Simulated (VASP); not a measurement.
Input of a VASP 6.6.1 run:

The input INCAR:

```
PREC = Accurate
ENCUT = 600
EDIFF = 1E-7
ISMEAR = -1
SIGMA = 0.05
LREAL = False
LASPH = True
NELM = 120
ALGO = Normal
ISIF = 3
LWAVE = False
LCHARG = False
GGA = B5
ALDAX = 1.0
AGGAX = 1.0
AGGAC = 1.0
ALDAC = 0.0
IVDW = 13
VDW_S6 = 1.0
VDW_S8 = 2.34076671
VDW_A1 = 0.44488865
VDW_A2 = 4.0933009
IBRION = 2
NSW = 80
EDIFFG = -0.02
GGA_COMPAT = False
NELMIN = 4
```

KPOINTS

```
regular mesh
0
Gamma
  10 10 10
```

File POSCAR:

```
HfC
1.0
    0.0000000000      2.3250000000      2.3250000000
    2.3250000000      0.0000000000      2.3250000000
    2.3250000000      2.3250000000      0.0000000000
Hf C
1 1
Direct
    0.5000000000      0.5000000000      0.5000000000
    0.0000000000      0.0000000000      0.0000000000
```

Potentials or basis: VASP PAW PBE potentials, release 64 (Hf_pv, C).

The run is started by

```sh
$ cat potpaw_PBE.64/Hf_pv/POTCAR potpaw_PBE.64/C/POTCAR > POTCAR
$ mpirun -np 1 vasp_std > vasp.out
```

(1) Estimate the dispersion energy per atom.

(2) Estimate the space group after relaxing (to 0.05 Å).

(3) Predict the relaxed cell.

Answers

(1) -0.465 eV.

(2) Fm-3m (No. 225).

(3) a = 3.291 Å, b = 3.291 Å, c = 3.291 Å, α = 60.00°, β = 60.00°, γ = 60.00°.
